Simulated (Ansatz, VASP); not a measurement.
## One calculation of C, two programs

INCAR

```
SYSTEM = C
PREC     = Accurate       ! precision mode
ENCUT    = 520            ! plane-wave cutoff, eV
EDIFF    = 1E-7           ! SCF threshold, eV
ISMEAR   = -1             ! smearing method
SIGMA    = 0.05           ! smearing width, eV
LREAL    = .FALSE.        ! projectors in reciprocal space
LASPH    = .TRUE.         ! aspherical terms in the spheres
NELM     = 60             ! most SCF steps
ALGO     = Normal         ! electronic algorithm
ISIF     = 2              ! what is computed and relaxed
LWAVE    = .FALSE.        ! write WAVECAR
LCHARG   = .FALSE.        ! write CHGCAR
GGA      = CA             ! functional
NBANDS   = 16             ! bands
```

Contents of KPOINTS:

```
regular mesh
0
G
  12 12 12
  0 0 0
```

File POSCAR:

```
C
1.0
    1.2249114179      0.7072029369      8.2270254061
   -1.2249114179      0.7072029369      8.2270254061
    0.0000000000     -1.4144058737      8.2270254061
C
4
Direct
    0.0871730800      0.0871730800      0.0871730800
    0.7538500600      0.7538500600      0.7538500600
    0.2461499400      0.2461499400      0.2461499400
    0.9128269200      0.9128269200      0.9128269200
```

input.yaml

```yaml
crystal:
  lattice:
    - [1.2249114179, 0.7072029369, 8.2270254061]
    - [-1.2249114179, 0.7072029369, 8.2270254061]
    - [0.0, -1.4144058737, 8.2270254061]
  atoms:
    - { symbol: C, position: [0.08717308, 0.08717308, 0.08717308] }
    - { symbol: C, position: [0.75385006, 0.75385006, 0.75385006] }
    - { symbol: C, position: [0.24614994, 0.24614994, 0.24614994] }
    - { symbol: C, position: [0.91282692, 0.91282692, 0.91282692] }
hamiltonian:
  xc: lda
  pseudopotentials: { kind: paw }
kpoints:
  mp_grid: { grid: [12, 12, 12] }
scf:
  occupations: { method: fermi_dirac, width: 0.05 }
output:
  forces: true
  stress: true
  eigenvalues: true
  write_density: true
  write_potential: true
  elf: true
  volumetric_format: npy
```

Alike in both runs: task single point; functional LDA; k mesh 12 × 12 × 12; occupations fermi-dirac, width 0.05 eV; no spin polarisation.

|  | VASP | Ansatz |
| --- | --- | --- |
| version | VASP 6.6.1 | Ansatz 0.2.0 |
| potentials or method | VASP PAW LDA potentials, release 64 (C) | Ansatz PAW |
| plane-wave cutoff (eV) | 520 | 420 |
| valence electrons in the cell | 16 | 16 |

|  | VASP | Ansatz | Ansatz less VASP |
| --- | --- | --- | --- |
| gap on the k mesh at the Fermi level (eV) | 0.20 | 0.20 | -0.001 |
| least direct gap on the mesh (eV) | 0.20 | 0.20 | -0.001 |
| pressure (GPa) | -1.0 | -1.7 | -0.66 |
| traceless stress, the component that is largest in VASP (GPa) | -0.08 | 0.67 | +0.757 |
| rms of the force components (eV/Å) | 0.004 | 0.004 | 0.0000 |

LDA's correlation is that of Perdew and Zunger in VASP and of Perdew and Wang (1992) in Ansatz. Atom by atom the forces differ by 0.000 eV/Å (rms over components).
